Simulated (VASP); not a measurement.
# MgO2 (R-3m) in VASP: relaxation of cell and atoms with r2SCAN

Aim: the relaxation of cell and atoms of MgO2 with r2SCAN.

Program: VASP 6.6.1. These are calculated values, not measurements. Logs are shortened: lines on timing, memory, paths and dates and some standing lists are left out, and cuts for length are marked.

## Step 1: The cell of the first run

The structure is trigonal, space group R-3m (No. 166). Conventional cell: a = 3.210 Å, b = 3.210 Å, c = 10.482 Å, α = 90.00°, β = 90.00°, γ = 120.00°. Mg (site symmetry -3m) has 6 O at 2.11 Å within 2.8 Å. O (site symmetry 3m) has 1 O at 1.49 Å within 2.0 Å.

## Step 2: Relaxation of cell and atoms, r2SCAN

POSCAR

```
MgO2
1.0
    1.6047610160      0.9265092046      3.4939788749
   -1.6047610160      0.9265092046      3.4939788749
    0.0000000000     -1.8530184092      3.4939788749
Mg O
1 2
Direct
    0.0000000000      0.0000000000      0.0000000000
    0.4287860000      0.4287860000      0.4287860000
    0.5712140000      0.5712140000      0.5712140000
```

INCAR.step1

```
SYSTEM = MgO2
PREC = Accurate
ENCUT = 750
ISMEAR = 0
SIGMA = 0.1
LREAL = .False.
LASPH = .True.
NELM = 120
GGA = PE
ALGO = Normal
EDIFF = 1E-5
LWAVE = .True.
LCHARG = .False.
GGA_COMPAT = .False.
IBRION = 2
ISIF = 3
EDIFFG = -0.005
NELMIN = 4
NSW = 100
```

INCAR.step2

```
SYSTEM = MgO2
PREC = Accurate
ENCUT = 750
EDIFF = 1E-7
ISMEAR = 0
SIGMA = 0.1
LREAL = .False.
LASPH = .True.
NELM = 120
ALGO = Normal
ISIF = 3
LWAVE = .False.
LCHARG = .False.
METAGGA = R2SCAN
LMIXTAU = .True.
IBRION = 2
NSW = 90
EDIFFG = -0.04
ISTART = 1
GGA_COMPAT = .False.
NELMIN = 4
```

KPOINTS

```
regular mesh
0
Gamma
  6 6 6
  0 0 0
```

Potentials or basis: VASP PAW PBE potentials, release 64 (Mg_sv, O).

Run with:

```
$ cat potpaw_PBE.64/Mg_sv/POTCAR potpaw_PBE.64/O/POTCAR > POTCAR
$ cp INCAR.step1 INCAR
$ mpirun -np 1 vasp_std > vasp.out
$ cp INCAR.step2 INCAR
$ mpirun -np 1 vasp_std > vasp.out
```

OUTCAR:

```text
SYSTEM = MgO2
   PREC = Accurate
   ENCUT = 750
   EDIFF = 1E-7
   ISMEAR = 0
   LREAL = .False.
   LASPH = .True.
   NELM = 120
   ISIF = 3
   METAGGA = R2SCAN
   IBRION = 2
   NSW = 90
   EDIFFG = -0.04
   ISTART = 1
   NELMIN = 4

 ion  position               nearest neighbor table
   1  0.000  0.000  0.000-   3 2.11   3 2.11   2 2.11   2 2.11   3 2.11   2 2.11
   2  0.429  0.429  0.429-   3 1.49   1 2.11   1 2.11   1 2.11
   3  0.571  0.571  0.571-   2 1.49   1 2.11   1 2.11   1 2.11

  LATTYP: Found a trigonal (rhomboedric) cell.
 ALAT       =     3.9549419216
 COS(alpha) =     0.6707160928

  Lattice vectors:

 A1 = (   1.6047610160,   0.9265092046,   3.4939788749)
 A2 = (  -1.6047610160,   0.9265092046,   3.4939788749)
 A3 = (   0.0000000000,  -1.8530184092,   3.4939788749)

Analysis of symmetry for initial positions (statically):
=====================================================================
 Subroutine PRICEL returns:
 Original cell was already a primitive cell.

 Routine SETGRP: Setting up the symmetry group for a
 trigonal (rhombohedral) supercell.

 Subroutine GETGRP returns: Found 12 space group operations
 (whereof 12 operations were pure point group operations)
 out of a pool of 12 trial point group operations.

The static configuration has the point symmetry D_3d.

Analysis of symmetry for dynamics (positions and initial velocities):
=====================================================================
 Subroutine PRICEL returns:
 Original cell was already a primitive cell.

 Routine SETGRP: Setting up the symmetry group for a
 trigonal (rhombohedral) supercell.

 Subroutine GETGRP returns: Found 12 space group operations
 (whereof 12 operations were pure point group operations)
 out of a pool of 12 trial point group operations.

The dynamic configuration has the point symmetry D_3d.

 Subroutine INISYM returns: Found 12 space group operations
 (whereof 12 operations are pure point group operations),
 and found     1 'primitive' translations

----------------------------------------------------------------------------------------

                                     Primitive cell

  volume of cell :      31.1696

  direct lattice vectors                    reciprocal lattice vectors
     1.604761016  0.926509205  3.493978875     0.311572873  0.179886682  0.095402218
    -1.604761016  0.926509205  3.493978875    -0.311572873  0.179886682  0.095402218
     0.000000000 -1.853018409  3.493978875     0.000000000 -0.359773364  0.095402218

  length of vectors
     3.954941922  3.954941922  3.954941922     0.372207545  0.372207545  0.372207545

  position of ions in fractional coordinates (direct lattice)
     0.000000000  0.000000000  0.000000000
     0.428786000  0.428786000  0.428786000
     0.571214000  0.571214000  0.571214000

  ion indices of the primitive-cell ions
   primitive index   ion index
                 1           1
                 2           2
                 3           3

----------------------------------------------------------------------------------------

 KPOINTS: regular mesh

Automatic generation of k-mesh.
 Grid dimensions read from file:
 generate k-points for:    6    6    6

 Generating k-lattice:

  Cartesian coordinates                     Fractional coordinates (reciprocal lattice)
     0.051928812  0.029981114  0.015900370     0.166666667 -0.000000000  0.000000000
    -0.051928812  0.029981114  0.015900370    -0.000000000  0.166666667  0.000000000
     0.000000000 -0.059962227  0.015900370     0.000000000  0.000000000  0.166666667

  Length of vectors
     0.062034591  0.062034591  0.062034591

  Shift w.r.t. Gamma in fractional coordinates (k-lattice)
     0.000000000  0.000000000  0.000000000

 Subroutine IBZKPT returns following result:
 ===========================================

 Found     32 irreducible k-points:

 Following reciprocal coordinates:
            Coordinates               Weight
  0.000000  0.000000  0.000000      1.000000
  0.166667 -0.000000  0.000000      6.000000
  0.333333 -0.000000  0.000000      6.000000
  0.500000 -0.000000  0.000000      3.000000
  0.166667  0.166667  0.000000      6.000000
  0.333333  0.166667  0.000000     12.000000
[... 16 lines left out ...]
  0.500000  0.500000  0.166667      6.000000
 -0.333333  0.500000  0.166667     12.000000
 [... further k-points ...]
   k-points           NKPTS =     32   k-points in BZ     NKDIM =     32   number of bands    NBANDS=     15
   number of dos      NEDOS =    301   number of ions     NIONS =      3
   total plane-waves  NPLWV =  46656
   dimension x,y,z NGX =    36 NGY =   36 NGZ =   36
   dimension x,y,z NGXF=    72 NGYF=   72 NGZF=   72
   ions per type =               1   2
   NGX,Y,Z   is equivalent  to a cutoff of  15.13, 15.13, 15.13 a.u.
   NGXF,Y,Z  is equivalent  to a cutoff of  30.27, 30.27, 30.27 a.u.
 SYSTEM =  MgO2
   PREC   = accura    normal or accurate (medium, high low for compatibility)
   ISTART =      1    job   : 0-new  1-cont  2-samecut
   ICHARG =      0    charge: 1-file 2-atom 10-const
   ISPIN  =      1    spin polarized calculation?
   LNONCOLLINEAR =      F non collinear calculations
   LSORBIT =      F    spin-orbit coupling
   LASPH  =      T    aspherical Exc in radial PAW
   ENCUT  =  750.0 eV  55.12 Ry    7.42 a.u.   8.83  8.83  8.83*2*pi/ulx,y,z
   NELM   =    120;   NELMIN=  4; NELMDL=  0     # of ELM steps
   EDIFF  = 0.1E-06   stopping-criterion for ELM
   LREAL  =      F    real-space projection
   EDIFFG = -.4E-01   stopping-criterion for IOM
   NSW    =     90    number of steps for IOM
   IBRION =      2    ionic relax: 0-MD 1-quasi-New 2-CG
   NFREE  =      1    steps in history (QN), initial steepest desc. (CG)
   ISIF   =      3    stress and relaxation
   ISYM   =      2    0-nonsym 1-usesym 2-fastsym
   POTIM  = 0.5000    time-step for ionic-motion
   TEBEG  =    0.0;   TEEND  =   0.0 temperature during run
   PSTRESS=    0.0 pullay stress
   NELECT =      22.0000    total number of electrons
   NUPDOWN=      -1.0000    fix difference up-down
   EMIN   =  10.00;   EMAX   =-10.00  energy-range for DOS
   EFERMI =   0.00;   METHOD = LEGACY
   ISMEAR =     0;   SIGMA  =   0.10  broadening in eV -4-tet -1-fermi 0-gaus
   EFERMI_NEDOS =   21; number of points for ismear=-14 and -15
   IALGO  =     38    algorithm
   IMIX   =      4    mixing-type and parameters
     AMIX     =   0.40;   BMIX     =  1.00
     AMIX_MAG =   1.60;   BMIX_MAG =  1.00
  volume/ion in A,a.u.               =      10.39        70.11
  Fermi-wavevector in a.u.,A,eV,Ry     =   1.457601  2.754466 28.906928  2.124599
  Thomas-Fermi vector in A             =   2.574383
   LORBIT       =      0    0 simple, 1 ext, 2 COOP (PROOUT), +10 PAW based schemes
   METAGGA = R2SCAN    functional components
   LHFCALC =     F    Hartree Fock is set to
   AEXX    =    0.0000 exact exchange contribution
   IVDW    =     0    specifies the selected vdW correction
   LEPSILON=     F    determine dielectric tensor
   LRPA    =     F    only Hartree local field effects (RPA)
 conjugate gradient relaxation of ions
 non-spin polarized calculation
 Gauss-broadening in eV      SIGMA  =   0.10
  energy-cutoff  :      750.00
  volume of cell :       31.17
 maximum number of plane-waves:      1467
   NGX = 17   NGY = 17   NGZ = 17

--------------------------------------- Ionic step        1  -------------------------------------------

 number of electron      22.0000002 magnetization

 Free energy of the ion-electron system (eV)
  ---------------------------------------------------
  ext. energy  EPLUGINS =         0.00000000
  ---------------------------------------------------
  free energy    TOTEN  =       -21.57008972 eV

  energy without entropy =      -21.57008972  energy(sigma->0) =      -21.57008972

------------------------ aborting loop because EDIFF is reached ----------------------------------------

  FORCE on cell =-STRESS in cart. coord.  units (eV):
  Direction    XX          YY          ZZ          XY          YZ          ZX
  --------------------------------------------------------------------------------------
  -------------------------------------------------------------------------------------
  Total       -1.0011324     -1.0011324     -1.0362377      0.0000000      0.0000000      0.0000000
  in kB      -51.4600806    -51.4600806    -53.2645609      0.0000000      0.0000000      0.0000000
  external PRESSURE =     -52.0615740 kB  Pullay stress =       0.0000000 kB
[... 207 lines left out ...]
  energy  without entropy=      -21.5902262533  energy(sigma->0) =      -21.59022625

--------------------------------------- Ionic step        7  -------------------------------------------

 number of electron      21.9999998 magnetization

 Free energy of the ion-electron system (eV)
  ---------------------------------------------------
  ext. energy  EPLUGINS =         0.00000000
  ---------------------------------------------------
  free energy    TOTEN  =       -21.59059496 eV

  energy without entropy =      -21.59059496  energy(sigma->0) =      -21.59059496

 E-fermi :   2.9470     XC(G=0): -11.2393

 val. band max:        2.3832658849   @ k =   0.5000   0.5000   0.5000
 cond. band min:       5.4591018225   @ k =   0.5000   0.5000   0.5000
 fundamental gap:      3.0758359375
 Fermi energy:         2.9469675206

 k-point     1 :       0.0000    0.0000    0.0000
  band No.  band energies     occupation
      1     -73.6498      2.00000
      2     -38.7879      2.00000
      3     -38.7561      2.00000
      4     -38.7561      2.00000
      5     -20.1607      2.00000
      6     -13.0741      2.00000
      7      -5.4013      2.00000
      8      -1.1266      2.00000
      9      -1.1266      2.00000
     10       1.5077      2.00000
     11       1.5077      2.00000
     12       7.9380      0.00000
     13       8.0906      0.00000
     14      15.8909      0.00000
     15      17.9664      0.00000
[... 397 lines left out ...]
 k-point    24 :      -0.3333    0.5000    0.1667
  band No.  band energies     occupation
      1     -73.6472      2.00000
      2     -38.7906      2.00000
      3     -38.7830      2.00000
      4     -38.7703      2.00000
      5     -19.4850      2.00000
      6     -13.8396      2.00000
      7      -3.9229      2.00000
      8      -2.7365      2.00000
      9      -2.4399      2.00000
     10       0.2908      2.00000
     11       1.8992      2.00000
     12       6.7936      0.00000
     13      12.2198      0.00000
     14      14.0592      0.00000
     15      16.1712      0.00000

 [... further k-points ...]

------------------------ aborting loop because EDIFF is reached ----------------------------------------

  FORCE on cell =-STRESS in cart. coord.  units (eV):
  Direction    XX          YY          ZZ          XY          YZ          ZX
  --------------------------------------------------------------------------------------
  -------------------------------------------------------------------------------------
  Total       -0.0194451     -0.0194451      0.0514667      0.0000000      0.0000000      0.0000000
  in kB       -1.0413714     -1.0413714      2.7562759      0.0000000      0.0000000      0.0000000
  external PRESSURE =       0.2245111 kB  Pullay stress =       0.0000000 kB
[... 18 lines left out ...]
  FREE ENERGIE OF THE ION-ELECTRON SYSTEM (eV)
  ---------------------------------------------------
  free  energy   TOTEN  =       -21.5905949607 eV

  energy  without entropy=      -21.5905949607  energy(sigma->0) =      -21.59059496

 reached required accuracy - stopping structural energy minimisation
```

Run time: 17 min. Hardware: 1 thread of Intel Xeon Platinum 8175M at 2.50GHz (Skylake/Cascade Lake), shared host; peak memory 0.23 GiB.

What came out:

```
Free energy                           : -21.5906 eV
Relaxed volume                        : 9.97 Å³/atom
Relaxed cell                          : a = 3.912 Å, b = 3.912 Å, c = 3.912 Å, α = 47.63°, β = 47.63°, γ = 47.63°
Space group after relaxing (to 0.1 Å) : R-3m (No. 166)
Energy gained by relaxing             : 6.8 meV/atom
Ionic steps                           : 7
Pressure after relaxing               : 0.0 GPa
Largest force after relaxing          : 0.025 eV/Å
Band gap on the k mesh                : 3.08 eV
```

Forces in eV/Å, atoms in the order of the input:
```
Mg   0.000  0.000  0.000
O    0.000  0.000  0.025
O    0.000  0.000 -0.025
```

The path:
| step | energy change (eV) | largest force (eV/Å) | pressure (GPa) | volume (Å³) |
| --- | --- | --- | --- | --- |
| 1 | 0.0000 | 0.0326 | -5.21 | 31.17 |
| 2 | -0.0157 | 0.3369 | 1.88 | 29.67 |
| 3 | -0.0183 | 0.2312 | -0.18 | 30.07 |
| 4 | -0.0146 | 0.5306 | 0.28 | 29.74 |
| 5 | -0.0201 | 0.0530 | -0.05 | 29.95 |
| 6 | -0.0201 | 0.0609 | -0.05 | 29.95 |
| 7 | -0.0205 | 0.0250 | 0.02 | 29.92 |

Final structure:
```
Mg O
1.0
     1.57963    0.91200    3.46111
    -1.57963    0.91200    3.46111
     0.00000   -1.82400    3.46111
Mg O
1 2
Direct
  0.00000 0.00000 0.00000
  0.42870 0.42870 0.42870
  0.57130 0.57130 0.57130
```

Caveat: the PAW data sets were made with another functional, which shifts forces and pressure a little. A k mesh can miss the band edges.
